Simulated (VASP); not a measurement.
The system is ZnC2.

```
CELL_PARAMETERS angstrom
2.49226 0.00000 0.00000
-1.24613 2.15836 0.00000
0.00000 0.00000 7.85801
ATOMIC_POSITIONS crystal
Zn 0.00000 0.00000 0.00000
C 0.33333 0.66667 0.50000
C 0.66667 0.33333 0.50000
```

* Program: VASP 6.6.1
* Task: relaxation of cell and atoms
* Functional: PBE
* Potentials or basis: VASP PAW PBE potentials, release 64 (Zn, C)
* Cutoff: 600 eV
* k mesh: 24 × 24 × 6
* Occupations: gaussian, width 0.1 eV
* Spin: no spin polarisation

At the start: pressure -1.2 GPa; volume 14.09 Å³/atom.

How do energy, volume and symmetry change on relaxing?

Over 8 steps the energy falls by 3.7 meV/atom and the volume is 15.77 Å³/atom (+11.9 %); space group P6/mmm (No. 191, to 0.1 Å) before and after.

The path:
```tsv
step	energy change (eV)	largest force (eV/Å)	pressure (GPa)	volume (Å³)
1	0.0000	0.0000	-1.22	42.27
2	0.0031	0.0000	2.77	41.62
3	-0.0022	0.0000	0.31	42.01
4	-0.0027	0.0000	0.31	42.13
5	-0.0040	0.0000	0.31	42.47
6	-0.0062	0.0000	0.22	43.16
7	-0.0090	0.0000	0.17	44.54
8	-0.0112	0.0000	0.07	47.30
```

Final structure:
```cif
data_structure
_symmetry_space_group_name_H-M 'P 1'
_symmetry_Int_Tables_number 1
_cell_length_a 2.4835
_cell_length_b 2.4835
_cell_length_c 8.8557
_cell_angle_alpha 90.000
_cell_angle_beta 90.000
_cell_angle_gamma 120.000
_cell_volume 47.30
loop_
_atom_site_label
_atom_site_type_symbol
_atom_site_fract_x
_atom_site_fract_y
_atom_site_fract_z
_atom_site_occupancy
Zn1 Zn 0.00000 0.00000 0.00000 1
C1 C 0.33333 0.66667 0.50000 1
C2 C 0.66667 0.33333 0.50000 1
```
